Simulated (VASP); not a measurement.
# BP (lda) (F-43m) in VASP: further runs

BP (lda) is run at these levels: LDA; tasks: single point.

All numbers are computed with VASP 6.6.1; they aren't measurements. Logs are shortened: lines on timing, memory, paths and dates and some standing lists are left out, and cuts for length are marked.

## 1. The cell of the first run

The structure is cubic, space group F-43m (No. 216). The conventional cell has a = 4.445 Å, b = 4.445 Å, c = 4.445 Å, α = 90.00°, β = 90.00°, γ = 90.00°. Within 2.6 Å of B (site symmetry -43m) lie 4 P at 1.92 Å. Within 2.6 Å of P (site symmetry -43m) lie 4 B at 1.92 Å.

## 2. Single point, LDA (volume scaled by 0.97)

The input, INCAR:

```
SYSTEM = BP
  PREC = Accurate
  ENCUT = 500
  EDIFF = 1E-6
  ISMEAR = 0
  SIGMA = 0.02
  LREAL = .False.
  LASPH = .True.
  NELM = 120
  ALGO = Normal
  ISIF = 2
  LWAVE = .False.
  LCHARG = .False.
  NBANDS = 11
  GGA_COMPAT = .False.
```

The input, KPOINTS:

```
Automatic mesh
0
Gamma
  10 10 10
  0 0 0
```

The input, POSCAR:

```
BP
1.0
    0.0000000000      2.2225562590      2.2225562590
    2.2225562590      0.0000000000      2.2225562590
    2.2225562590      2.2225562590      0.0000000000
B P
1 1
Direct
    0.0000000000      0.0000000000      0.0000000000
    0.2500000000      0.2500000000      0.2500000000
```

Potentials or basis: VASP PAW LDA potentials, release 64 (B, P).

Run with:

```sh
> cat potpaw_LDA.64/B/POTCAR potpaw_LDA.64/P/POTCAR > POTCAR
> mpirun -np 1 vasp_std > vasp.out
```

OUTCAR:

```text
SYSTEM = BP
   PREC = Accurate
   ENCUT = 500
   EDIFF = 1E-6
   ISMEAR = 0
   LREAL = .False.
   LASPH = .True.
   NELM = 120
   ISIF = 2

 ion  position               nearest neighbor table
   1  0.000  0.000  0.000-   2 1.92   2 1.92   2 1.92   2 1.92
   2  0.250  0.250  0.250-   1 1.92   1 1.92   1 1.92   1 1.92

  LATTYP: Found a face centered cubic cell.
 ALAT       =     4.4451125180

  Lattice vectors:

 A1 = (   0.0000000000,   2.2225562590,   2.2225562590)
 A2 = (   2.2225562590,   0.0000000000,   2.2225562590)
 A3 = (   2.2225562590,   2.2225562590,   0.0000000000)

Analysis of symmetry for initial positions (statically):
=====================================================================
 Subroutine PRICEL returns:
 Original cell was already a primitive cell.

 Routine SETGRP: Setting up the symmetry group for a
 face centered cubic supercell.

 Subroutine GETGRP returns: Found 24 space group operations
 (whereof 24 operations were pure point group operations)
 out of a pool of 48 trial point group operations.

The static configuration has the point symmetry T_d .

Analysis of symmetry for dynamics (positions and initial velocities):
=====================================================================
 Subroutine PRICEL returns:
 Original cell was already a primitive cell.

 Routine SETGRP: Setting up the symmetry group for a
 face centered cubic supercell.

 Subroutine GETGRP returns: Found 24 space group operations
 (whereof 24 operations were pure point group operations)
 out of a pool of 48 trial point group operations.

The dynamic configuration has the point symmetry T_d .

 Subroutine INISYM returns: Found 24 space group operations
 (whereof 24 operations are pure point group operations),
 and found     1 'primitive' translations

----------------------------------------------------------------------------------------

                                     Primitive cell

  volume of cell :      21.9578

  direct lattice vectors                    reciprocal lattice vectors
     0.000000000  2.222556259  2.222556259    -0.224966184  0.224966184  0.224966184
     2.222556259  0.000000000  2.222556259     0.224966184 -0.224966184  0.224966184
     2.222556259  2.222556259  0.000000000     0.224966184  0.224966184 -0.224966184

  length of vectors
     3.143169205  3.143169205  3.143169205     0.389652860  0.389652860  0.389652860

  position of ions in fractional coordinates (direct lattice)
     0.000000000  0.000000000  0.000000000
     0.250000000  0.250000000  0.250000000

  ion indices of the primitive-cell ions
[... 79 lines left out ...]
   IBRION =     -1    ionic relax: 0-MD 1-quasi-New 2-CG
   NFREE  =      0    steps in history (QN), initial steepest desc. (CG)
   ISIF   =      2    stress and relaxation
   ISYM   =      2    0-nonsym 1-usesym 2-fastsym
   POTIM  = 0.5000    time-step for ionic-motion
   TEBEG  =    0.0;   TEEND  =   0.0 temperature during run
   PSTRESS=    0.0 pullay stress
   NELECT =       8.0000    total number of electrons
   NUPDOWN=      -1.0000    fix difference up-down
   EMIN   =  10.00;   EMAX   =-10.00  energy-range for DOS
   EFERMI =   0.00;   METHOD = LEGACY
   ISMEAR =     0;   SIGMA  =   0.02  broadening in eV -4-tet -1-fermi 0-gaus
   EFERMI_NEDOS =   21; number of points for ismear=-14 and -15
   IALGO  =     38    algorithm
   IMIX   =      4    mixing-type and parameters
     AMIX     =   0.40;   BMIX     =  1.00
     AMIX_MAG =   1.60;   BMIX_MAG =  1.00
  volume/ion in A,a.u.               =      10.98        74.09
  Fermi-wavevector in a.u.,A,eV,Ry     =   1.169254  2.209569 18.601261  1.367154
  Thomas-Fermi vector in A             =   2.305729
   LORBIT       =      0    0 simple, 1 ext, 2 COOP (PROOUT), +10 PAW based schemes
   GGA     = CA    functional components
   LHFCALC =     F    Hartree Fock is set to
   AEXX    =    0.0000 exact exchange contribution
   IVDW    =     0    specifies the selected vdW correction
   LEPSILON=     F    determine dielectric tensor
   LRPA    =     F    only Hartree local field effects (RPA)
 non-spin polarized calculation
 Gauss-broadening in eV      SIGMA  =   0.02
  energy-cutoff  :      500.00
  volume of cell :       21.96
 maximum number of plane-waves:       568
   NGX = 11   NGY = 11   NGZ = 11

 number of electron       8.0000000 magnetization

 Free energy of the ion-electron system (eV)
  ---------------------------------------------------
  ext. energy  EPLUGINS =         0.00000000
  ---------------------------------------------------
  free energy    TOTEN  =       -14.38755538 eV

  energy without entropy =      -14.38755538  energy(sigma->0) =      -14.38755538

 E-fermi :   8.3207     XC(G=0): -11.3459

 val. band max:        8.1617425080   @ k =   0.0000   0.0000   0.0000
 cond. band min:       9.2764124562   @ k =   0.4000   0.4000   0.0000
 fundamental gap:      1.1146699482
 Fermi energy:         8.3207365653

 k-point     1 :       0.0000    0.0000    0.0000
  band No.  band energies     occupation
      1      -7.7853      2.00000
      2       8.1617      2.00000
      3       8.1617      2.00000
      4       8.1617      2.00000
      5      11.6438      0.00000
      6      11.6438      0.00000
      7      11.6438      0.00000
      8      16.4942      0.00000
      9      19.8698      0.00000
     10      20.5300      0.00000
     11      20.5300      0.00000
[... 309 lines left out ...]
 k-point    24 :       0.4000    0.3000    0.0000
  band No.  band energies     occupation
      1      -4.6868      2.00000
      2       1.9419      2.00000
      3       3.8872      2.00000
      4       4.4619      2.00000
      5       9.8821      0.00000
      6      11.6902      0.00000
      7      17.9762      0.00000
      8      18.0353      0.00000
      9      22.7308      0.00000
     10      23.8072      0.00000
     11      25.9345      0.00000

 [... further k-points ...]
[... 5 lines left out ...]
  --------------------------------------------------------------------------------------
  -------------------------------------------------------------------------------------
  Total        0.7587732      0.7587732      0.7587732      0.0000000      0.0000000      0.0000000
  in kB       55.3648704     55.3648704     55.3648704      0.0000000      0.0000000      0.0000000
  external PRESSURE =      55.3648704 kB  Pullay stress =       0.0000000 kB

 VOLUME and BASIS-vectors are now :
 -----------------------------------------------------------------------------
  energy-cutoff  :      500.00
  volume of cell :       21.96
      direct lattice vectors                 reciprocal lattice vectors
     0.000000000  2.222556259  2.222556259    -0.224966184  0.224966184  0.224966184
     2.222556259  0.000000000  2.222556259     0.224966184 -0.224966184  0.224966184
     2.222556259  2.222556259  0.000000000     0.224966184  0.224966184 -0.224966184

 POSITION                                       TOTAL-FORCE (eV/Angst)
 -----------------------------------------------------------------------------------
      0.00000      0.00000      0.00000         0.000000      0.000000      0.000000
      1.11128      1.11128      1.11128        -0.000000     -0.000000     -0.000000
 -----------------------------------------------------------------------------------
    total drift:                                0.000000      0.000000      0.000000

  FREE ENERGIE OF THE ION-ELECTRON SYSTEM (eV)
  ---------------------------------------------------
  free  energy   TOTEN  =       -14.3875553759 eV

  energy  without entropy=      -14.3875553759  energy(sigma->0) =      -14.38755538
```

OSZICAR:

```text
N       E                     dE             d eps       ncg     rms          rms(c)
DAV:   1     0.705932703584E+01    0.70593E+01   -0.39604E+03  1034   0.640E+02
DAV:   2    -0.147399513375E+02   -0.21799E+02   -0.20849E+02  1347   0.110E+02
DAV:   3    -0.153616209083E+02   -0.62167E+00   -0.61989E+00  1278   0.161E+01
DAV:   4    -0.153640553786E+02   -0.24345E-02   -0.24342E-02  1183   0.120E+00
DAV:   5    -0.153640670961E+02   -0.11718E-04   -0.11717E-04  1301   0.839E-02    0.803E+00
DAV:   6    -0.145348347156E+02    0.82923E+00   -0.18079E+00  1175   0.595E+00    0.422E+00
DAV:   7    -0.144006774740E+02    0.13416E+00   -0.32058E-01  1280   0.283E+00    0.136E+00
DAV:   8    -0.143875092773E+02    0.13168E-01   -0.33757E-02  1207   0.101E+00    0.242E-01
DAV:   9    -0.143875596327E+02   -0.50355E-04   -0.81207E-04  1190   0.202E-01    0.177E-01
DAV:  10    -0.143875535134E+02    0.61193E-05   -0.12382E-04  1142   0.632E-02    0.366E-02
DAV:  11    -0.143875558752E+02   -0.23617E-05   -0.93010E-06  1268   0.151E-02    0.468E-02
DAV:  12    -0.143875553759E+02    0.49923E-06   -0.28991E-06   803   0.729E-03
   1 F= -.14387555E+02 E0= -.14387555E+02  d E =-.121081E-31
```

stdout:

```text
POSCAR found type information on POSCAR B P
 POSCAR found :  2 types and       2 ions
 scaLAPACK will be used
 LDA part: xc-table for (Slater(with rela. corr.)+CA(PZ))
 , standard interpolation
 POSCAR, INCAR and KPOINTS ok, starting setup
 FFT: planning ... GRIDC
 FFT: planning ... GRID_SOFT
 FFT: planning ... GRID
 WAVECAR not read
 entering main loop
```

Run time: 3.9 s. Hardware: 1 thread of Intel Xeon 6975P-C (Granite Rapids), shared host; peak memory 0.12 GiB.

What came out:

| Quantity | Value |
| --- | --- |
| Free energy | -14.3876 eV |
| Pressure | 5.5 GPa |
| Band gap on the k mesh | 1.11 eV, indirect (least direct gap 3.48 eV) |

 A k mesh can miss the band edges.

## 3. Single point, LDA (volume scaled by 0.98)

Changes to INCAR since step 2:

```diff
@@ -5,3 +5,3 @@
   ISMEAR = 0
-  SIGMA = 0.02
+  SIGMA = 0.01
   LREAL = .False.
```

KPOINTS is that of step 2.

The input, POSCAR:

```
BP
1.0
    0.0000000000      2.2301678125      2.2301678125
    2.2301678125      0.0000000000      2.2301678125
    2.2301678125      2.2301678125      0.0000000000
B P
1 1
Direct
    0.0000000000      0.0000000000      0.0000000000
    0.2500000000      0.2500000000      0.2500000000
```

Potentials or basis: VASP PAW LDA potentials, release 64 (B, P).

Run with:

```sh
> cat potpaw_LDA.64/B/POTCAR potpaw_LDA.64/P/POTCAR > POTCAR
> mpirun -np 1 vasp_std > vasp.out
```

Run time: 4.4 s. Hardware: 1 thread of Intel Xeon 6975P-C (Granite Rapids), shared host; peak memory 0.12 GiB.

The run converged. Its results:

| Quantity | Value |
| --- | --- |
| Free energy | -14.3941 eV |
| Pressure | 3.6 GPa |
| Band gap on the k mesh | 1.13 eV, indirect (least direct gap 3.46 eV) |

Levels at points of the mesh, in eV from the valence-band top:
| k point | band 1 | band 2 | band 3 | band 4 | band 5 | band 6 | band 7 | band 8 | band 9 |
| --- | --- | --- | --- | --- | --- | --- | --- | --- | --- |
| (0.00, 0.00, 0.00) | -15.85 | 0.00 | 0.00 | 0.00 | 3.46 | 3.46 | 3.46 | 8.17 | 11.63 |
| (0.50, 0.00, 0.00) | -12.32 | -9.38 | -1.81 | -1.81 | 4.10 | 4.72 | 4.72 | 10.11 | 14.92 |
| (0.50, 0.50, 0.00) | -10.75 | -8.75 | -4.29 | -4.29 | 1.21 | 1.51 | 12.49 | 12.49 | 15.61 |

 A k mesh can miss the band edges.

## 4. Single point, LDA (volume scaled by 1.03)

The input, INCAR:

```
SYSTEM = BP
PREC = Accurate
ENCUT = 500
EDIFF = 1E-6
ISMEAR = 0
SIGMA = 0.02
LREAL = .FALSE.
LASPH = .TRUE.
NELM = 120
ALGO = Normal
ISIF = 2
LWAVE = .FALSE.
LCHARG = .FALSE.
GGA = CA
NBANDS = 11
GGA_COMPAT = .FALSE.
```

The input, KPOINTS:

```
Automatic mesh
0
G
  10 10 10
  0 0 0
```

The input, POSCAR:

```
BP
1.0
    0.0000000000      2.2674684859      2.2674684859
    2.2674684859      0.0000000000      2.2674684859
    2.2674684859      2.2674684859      0.0000000000
B P
1 1
Direct
    0.0000000000      0.0000000000      0.0000000000
    0.2500000000      0.2500000000      0.2500000000
```

Run with:

```sh
> cat potpaw_LDA.64/B/POTCAR potpaw_LDA.64/P/POTCAR > POTCAR
> mpirun -np 1 vasp_std > vasp.out
```

Wall time 4.6 s (1 thread of Intel Xeon 6975P-C (Granite Rapids), shared host); peak memory 0.12 GiB.

The run converged. Its results:

- Free energy: -14.3883 eV
- Pressure: -5.0 GPa
- Band gap on the k mesh: 1.19 eV, indirect (least direct gap 3.38 eV)

Levels at points of the mesh, in eV from the valence-band top:
```
           k point  band 2  band 3  band 4  band 5  band 6  band 7
(0.00, 0.00, 0.00)    0.00    0.00    0.00    3.38    3.38    3.38
(0.50, 0.00, 0.00)   -9.02   -1.75   -1.75    3.79    4.68    4.68
(0.50, 0.50, 0.00)   -8.50   -4.11   -4.11    1.30    1.55   12.02
```

## 5. Single point, LDA (volume scaled by 1.06)

The input, INCAR:

```
SYSTEM = BP
PREC     = Accurate       ! precision mode
ENCUT    = 500            ! plane-wave cutoff, eV
EDIFF    = 1E-6           ! SCF threshold, eV
ISMEAR   = 0              ! smearing method
SIGMA    = 0.02           ! smearing width, eV
LREAL    = .FALSE.        ! projectors in reciprocal space
LASPH    = .TRUE.         ! aspherical terms in the spheres
NELM     = 120            ! most SCF steps
ALGO     = Normal         ! electronic algorithm
ISIF     = 2              ! what is computed and relaxed
LWAVE    = .FALSE.        ! write WAVECAR
LCHARG   = .FALSE.        ! write CHGCAR
GGA      = CA             ! functional
NBANDS   = 11             ! bands
GGA_COMPAT= .FALSE.
```

The input, KPOINTS:

```
regular mesh
0
G
  10 10 10
  0 0 0
```

The input, POSCAR:

```
BP
1.0
    0.0000000000      2.2892724050      2.2892724050
    2.2892724050      0.0000000000      2.2892724050
    2.2892724050      2.2892724050      0.0000000000
B P
1 1
Direct
    0.0000000000      0.0000000000      0.0000000000
    0.2500000000      0.2500000000      0.2500000000
```

Run with:

```sh
> cat potpaw_LDA.64/B/POTCAR potpaw_LDA.64/P/POTCAR > POTCAR
> mpirun -np 1 vasp_std > vasp.out
```

Wall time 3.7 s (1 thread of Intel Xeon 6975P-C (Granite Rapids), shared host); peak memory 0.12 GiB.

It converged, with:

| Quantity | Value |
| --- | --- |
| Free energy | -14.3582 eV |
| Pressure | -9.2 GPa |
| Band gap on the k mesh | 1.22 eV, indirect (least direct gap 3.34 eV) |

Levels at points of the mesh, in eV from the valence-band top:
| k point | band 1 | band 2 | band 3 | band 4 | band 5 | band 6 | band 7 | band 8 |
| --- | --- | --- | --- | --- | --- | --- | --- | --- |
| (0.00, 0.00, 0.00) | -15.16 | 0.00 | 0.00 | 0.00 | 3.34 | 3.34 | 3.34 | 6.97 |
| (0.50, 0.00, 0.00) | -11.93 | -8.82 | -1.72 | -1.72 | 3.62 | 4.66 | 4.66 | 9.82 |
| (0.50, 0.50, 0.00) | -10.46 | -8.35 | -4.01 | -4.01 | 1.35 | 1.57 | 11.75 | 11.75 |

## 6. Single point, LDA (volume scaled by 1.02)

The input, INCAR:

```
PREC = Accurate ; ENCUT = 500
EDIFF = 1E-6 ; ISMEAR = 0
SIGMA = 0.01 ; LREAL = False
LASPH = True ; NELM = 120
ALGO = Normal ; ISIF = 2
LWAVE = False ; LCHARG = True
GGA = CA ; LELF = True
LVHAR = True ; NBANDS = 11
GGA_COMPAT = False
```

The input, KPOINTS:

```
regular mesh
0
Gamma
  10 10 10
```

The input, POSCAR:

```
BP
1.0
    0.0000000000      2.2601065234      2.2601065234
    2.2601065234      0.0000000000      2.2601065234
    2.2601065234      2.2601065234      0.0000000000
B P
1 1
Direct
    0.0000000000      0.0000000000      0.0000000000
    0.2500000000      0.2500000000      0.2500000000
```

Potentials or basis: VASP PAW LDA potentials, release 64 (B, P).

Run with:

```sh
> cat potpaw_LDA.64/B/POTCAR potpaw_LDA.64/P/POTCAR > POTCAR
> mpirun -np 1 vasp_std > vasp.out
```

Run time: 5.8 s. Hardware: 1 thread of Intel Xeon 6975P-C (Granite Rapids), shared host; peak memory 0.12 GiB.

It converged, with:

```yaml
Free_energy: -14.3942 eV
Pressure: -3.4 GPa
Band_gap_on_the_k_mesh: 1.17 eV, indirect (least direct gap 3.40 eV)
```

Levels at points of the mesh, in eV from the valence-band top:
```tsv
k point	band 1	band 2	band 3	band 4	band 5	band 6	band 7	band 8
(0.00, 0.00, 0.00)	-15.49	0.00	0.00	0.00	3.40	3.40	3.40	7.55
(0.50, 0.00, 0.00)	-12.12	-9.09	-1.76	-1.76	3.85	4.69	4.69	9.96
(0.50, 0.50, 0.00)	-10.60	-8.55	-4.15	-4.15	1.28	1.54	12.11	12.11
```

 A k mesh can miss the band edges.

## 7. Summary

| cell | smearing | gap on the mesh (eV) | pressure (GPa) |
| --- | --- | --- | --- |
| a = 3.143 Å, angles 60.0°, 2 atoms | gaussian 0.02 eV | 1.11 | 5.5 |
| a = 3.154 Å, angles 60.0°, 2 atoms | gaussian 0.01 eV | 1.13 | 3.6 |
| a = 3.207 Å, angles 60.0°, 2 atoms | gaussian 0.02 eV | 1.19 | -5.0 |
| a = 3.238 Å, angles 60.0°, 2 atoms | gaussian 0.02 eV | 1.22 | -9.2 |
| a = 3.196 Å, angles 60.0°, 2 atoms | gaussian 0.01 eV | 1.17 | -3.4 |

Alike in all rows: task single point; level LDA; potentials or basis VASP PAW LDA potentials, release 64 (B, P); no spin polarisation; k mesh 10 × 10 × 10; cutoff (eV) 500.

Absolute energies hang on the potentials; compare differences alone.
